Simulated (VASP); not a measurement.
Write the native input for VASP 6.6.1 that does the following.

| Property | Result |
| --- | --- |
| Task | single point |
| Functional | PBE |
| Potentials or basis | VASP PAW PBE potentials, release 64 (Nb_sv) |
| Cutoff | 520 eV |
| k mesh | 2 × 2 × 2 |
| Occupations | gaussian, width 0.1 eV |
| Spin | collinear spin |
| Starting moments | [1.0] μB |
| Dipole correction | no |
| Further INCAR settings | ALGO = Normal; EDIFF = 1e-07; NBANDS = 16 |

The structure of Nb lies in POSCAR:

```
Nb
1.0
   -1.6588161896      1.6588161896      1.6588161896
    1.6588161896     -1.6588161896      1.6588161896
    1.6588161896      1.6588161896     -1.6588161896
Nb
1
Direct
    0.0000000000      0.0000000000      0.0000000000
```

These files were run (other wordings do the same):

INCAR

```
  ALGO = Normal
  EDIFF = 1E-7
  ENCUT = 520
  GGA = PE
  ISIF = 2
  ISMEAR = 0
  ISPIN = 2
  LASPH = T
  LCHARG = T
  LELF = T
  LMAXMIX = 4
  LORBIT = 11
  LREAL = F
  LVHAR = T
  LWAVE = F
  MAGMOM = 1
  NBANDS = 16
  NELM = 150
  PREC = Accurate
  SIGMA = 0.1
```

KPOINTS

```
k-points
0
Gamma
  2 2 2
```

Potentials or basis: VASP PAW PBE potentials, release 64 (Nb_sv).

The run is started by

```sh
$ cat potpaw_PBE.64/Nb_sv/POTCAR > POTCAR
$ mpirun -np 1 vasp_std > vasp.out
```

It gave:

```
Pressure                                              : -22.3 GPa
Net moment                                            : 0.50 μB per cell
Site moments                                          : Nb +0.08 μB
Valence electrons inside the program's atomic spheres : Nb 10.79
```

Caveat: the k points lie up to 1.34 Å⁻¹ apart.

Run time: 5.7 s on 1 thread of AMD EPYC 7R13, on a shared host, peak memory 0.11 GiB.
